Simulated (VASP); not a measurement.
## C: single point with LDA

Crystal: C.

```
CELL_PARAMETERS angstrom
0.00000 1.79424 1.66900
1.79424 0.00000 1.66900
1.79424 1.79424 0.00000
ATOMIC_POSITIONS crystal
C 0.50000 0.50000 0.50000
C 0.75000 0.75000 0.75000
```

This cell differs from its parent crystal: volume 5.373 Å^3 an atom, c/a of the conventional cell 0.9302.

```
Program                : VASP 6.6.1
Task                   : single point
Functional             : LDA
Potentials or basis    : VASP PAW LDA potentials, release 64 (C_h)
Cutoff                 : 910 eV
k mesh                 : 12 × 12 × 12
Occupations            : gaussian, width 0.05 eV
Spin                   : no spin polarisation
Dipole correction      : no
Second run             : hard_potentials
Further INCAR settings : ALGO = Normal; EDIFF = 1e-06; NBANDS = 11
```

```yaml
Pressure: 12.7 GPa
Band_gap_on_the_k_mesh: 2.42 eV, indirect (least direct gap 4.45 eV)
```

Stress tensor (GPa, compression positive):
```
-9.10  0.00  0.00
 0.00 -9.10  0.00
 0.00  0.00 56.40
```

Levels at points of the mesh, in eV from the valence-band top:
| k point | band 2 | band 3 | band 4 | band 5 | band 6 | band 7 |
| --- | --- | --- | --- | --- | --- | --- |
| (0.00, 0.00, 0.00) | -1.04 | -1.04 | 0.00 | 4.45 | 5.36 | 5.36 |
| (0.50, 0.00, 0.00) | -14.65 | -4.26 | -2.99 | 7.23 | 7.56 | 10.06 |
| (0.50, 0.50, 0.00) | -12.87 | -8.03 | -8.03 | 2.99 | 2.99 | 16.96 |
| (0.50, 0.00, 0.50) | -14.08 | -6.90 | -6.90 | 4.77 | 4.77 | 16.36 |

It took 9.6 s on 1 thread of Intel(R) Xeon(R) 6975P-C (Granite Rapids) (shared host), peak memory 0.14 GiB.

Caveat: the cutoff is under 1.25 times the usual one of these potentials, so pressure, stress and relaxed cells hold a basis-set (Pulay) error. A k mesh can miss the band edges.
